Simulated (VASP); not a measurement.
Here is a VASP 6.6.1 calculation.

Contents of INCAR:

```
ALGO     = Normal         # electronic algorithm
EDIFF    = 1E-7           # SCF threshold, eV
ENCUT    = 520            # plane-wave cutoff, eV
GGA      = PS             # functional
ISIF     = 2              # what is computed and relaxed
ISMEAR   = 0              # smearing method
LASPH    = T              # aspherical terms in the spheres
LCHARG   = F              # write CHGCAR
LREAL    = F              # projectors in reciprocal space
LWAVE    = F              # write WAVECAR
NBANDS   = 12             # bands
NELM     = 80             # most SCF steps
PREC     = Accurate       # precision mode
SIGMA    = 0.05           # smearing width, eV
```

File KPOINTS:

```
k-points
0
Gamma
  10 10 4
```

The input POSCAR:

```
Hg
1.0
    3.1443716016      0.0006123069     -0.0000002098
    1.5712170763      2.7270181807      0.0000028061
    0.0084914918      1.7398225574      8.3993037600
Hg
1
Direct
    0.5000000000      0.0000000000      0.0000000000
```

Potentials or basis: VASP PAW PBE potentials, release 64 (Hg).

Run with:

```sh
$ cat potpaw_PBE.64/Hg/POTCAR > POTCAR
$ mpirun -np 1 vasp_std > vasp.out
```

(1) Predict the band gap on the k mesh.

(2) Predict the pressure.

## Answers

(1) 0.40 eV (least direct gap 0.64 eV).

(2) 0.5 GPa.

Caveat: the cell differs from its parent crystal (strain -0.025 along x and y, -0.025 along z); the PAW data sets were made with another functional, which shifts forces and pressure a little; spin-orbit coupling is left out, which moves the levels of the heavy elements.
